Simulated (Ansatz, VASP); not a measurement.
**C in VASP and in Ansatz**

INCAR

```
PREC = Accurate
ENCUT = 520
EDIFF = 1E-6
ISMEAR = 0
SIGMA = 0.05
LREAL = Auto
LASPH = True
NELM = 100
ALGO = Normal
ISIF = 2
LWAVE = False
LCHARG = False
GGA = PE
NBANDS = 46
```

KPOINTS

```
Automatic mesh
0
Gamma
  10 10 2
```

The input POSCAR:

```
C
1.0
   -2.5180184914      0.0000000000      0.0000000000
   -1.2590092457     -2.1806679808      0.0000000000
   -1.2588833448     -0.7268166380     16.6091763648
C
16
Direct
   -0.2238056446     -0.2238056446      0.6714840821
   -0.0571556446     -0.0571556446      0.1714840821
   -0.3071306446      0.6928693554      0.9214840821
   -0.1404806446      0.8595193554      0.4214840821
   -0.2761443554     -0.2761443554      0.8285159179
   -0.1094943554     -0.1094943554      0.3285159179
   -0.0261693554      0.9738306446      0.0785159179
   -0.1928193554      0.8071806446      0.5785159179
    0.0991019984      0.0991019984      0.7027642813
    0.2657519984      0.2657519984      0.2027642813
    0.3491103317      0.3491103317      0.9527642813
    0.5157603317      0.5157603317      0.4527642813
    0.0676146683      0.0676146683      0.7972357187
    0.2342646683      0.2342646683      0.2972357187
    0.6509230016      0.6509230016      0.0472357187
    0.4842730016      0.4842730016      0.5472357187
```

Input for Ansatz:

```yaml
crystal:
  lattice:
    - [-2.5180184914, 0.0, 0.0]
    - [-1.2590092457, -2.1806679808, 0.0]
    - [-1.2588833448, -0.726816638, 16.6091763648]
  atoms:
    - { symbol: C, position: [-0.2238056446, -0.2238056446, 0.6714840821] }
    - { symbol: C, position: [-0.0571556446, -0.0571556446, 0.1714840821] }
    - { symbol: C, position: [-0.3071306446, 0.6928693554, 0.9214840821] }
    - { symbol: C, position: [-0.1404806446, 0.8595193554, 0.4214840821] }
    - { symbol: C, position: [-0.2761443554, -0.2761443554, 0.8285159179] }
    - { symbol: C, position: [-0.1094943554, -0.1094943554, 0.3285159179] }
    - { symbol: C, position: [-0.0261693554, 0.9738306446, 0.0785159179] }
    - { symbol: C, position: [-0.1928193554, 0.8071806446, 0.5785159179] }
    - { symbol: C, position: [0.0991019984, 0.0991019984, 0.7027642813] }
    - { symbol: C, position: [0.2657519984, 0.2657519984, 0.2027642813] }
    - { symbol: C, position: [0.3491103317, 0.3491103317, 0.9527642813] }
    - { symbol: C, position: [0.5157603317, 0.5157603317, 0.4527642813] }
    - { symbol: C, position: [0.0676146683, 0.0676146683, 0.7972357187] }
    - { symbol: C, position: [0.2342646683, 0.2342646683, 0.2972357187] }
    - { symbol: C, position: [0.6509230016, 0.6509230016, 0.0472357187] }
    - { symbol: C, position: [0.4842730016, 0.4842730016, 0.5472357187] }
basis:
  ecutwfc: 420
kpoints:
  mp_grid: { grid: [10, 10, 2] }
hamiltonian:
  xc: pbe
scf:
  occupations: { method: gaussian, width: 0.05 }
output:
  forces: true
  stress: true
  eigenvalues: true
```

Alike in both runs: task single point; functional PBE; k mesh 10 × 10 × 2; occupations gaussian, width 0.05 eV; no spin polarisation.

|  | VASP | Ansatz |
| --- | --- | --- |
| version | VASP 6.6.1 | Ansatz 0.2.0 |
| potentials or method | VASP PAW PBE potentials, release 64 (C), cutoff 520 eV | scalar-relativistic, plane waves, PAW |
| valence electrons in the cell | 64 | 64 |

|  | VASP | Ansatz | Ansatz less VASP |
| --- | --- | --- | --- |
| gap on the k mesh at the Fermi level (eV) | none | none | - |
| pressure (GPa) | 3.5 | 2.9 | -0.67 |
| traceless stress, the component that is largest in VASP (GPa) | 13.06 | 13.13 | +0.073 |
| rms of the force components (eV/Å) | 0.774 | 0.781 | +0.0071 |

Atom by atom the forces differ by 0.008 eV/Å (rms over components). A gap of «none» marks a metal or a gap that the smearing closes. With one functional, cell and mesh, what is left measures potentials, basis and numerics.
